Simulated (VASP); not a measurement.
Wanted: the native input for a VASP 6.6.1 run.

```
Task                   : single point
Functional             : PBEsol
Potentials or basis    : VASP PAW PBE potentials, release 64 (La, C)
Cutoff                 : 520 eV
k mesh                 : 10 × 10 × 10
Occupations            : methfessel-paxton, width 0.1 eV
Spin                   : no spin polarisation
Dipole correction      : no
Further INCAR settings : ALGO = Normal; EDIFF = 1e-07; NBANDS = 16
```

The structure of LaC2 lies in POSCAR:

```
LaC2
1.0
   -1.9670000000      1.9670000000      3.2860000000
    1.9670000000     -1.9670000000      3.2860000000
    1.9670000000      1.9670000000     -3.2860000000
La C
1 2
Direct
    0.0000000000      0.0000000000      0.0000000000
    0.4030000000      0.3775805796     -0.0254194204
    0.5970000000      0.5970000000      0.0000000000
```

The input as run:

INCAR

```
PREC = Accurate
ENCUT = 520
EDIFF = 1E-7
ISMEAR = 1
SIGMA = 0.1
LREAL = F
LASPH = T
NELM = 100
ALGO = Normal
ISIF = 2
LWAVE = F
LCHARG = F
GGA = PS
NBANDS = 16
```

KPOINTS

```
Automatic mesh
0
Gamma
  10 10 10
```

Potentials or basis: VASP PAW PBE potentials, release 64 (La, C).

The run is started by

```sh
$ cat potpaw_PBE.64/La/POTCAR potpaw_PBE.64/C/POTCAR > POTCAR
$ mpirun -np 1 vasp_std > vasp.out
```

Results of the run:

```
Pressure      : -1.2 GPa
Largest force : 1.229 eV/Å
```

Caveat: the PAW data sets were made with another functional, which shifts forces and pressure a little.

It took 100 s on 1 thread of Intel(R) Xeon(R) 6975P-C (Granite Rapids), with other jobs on the host, peak memory 0.39 GiB.
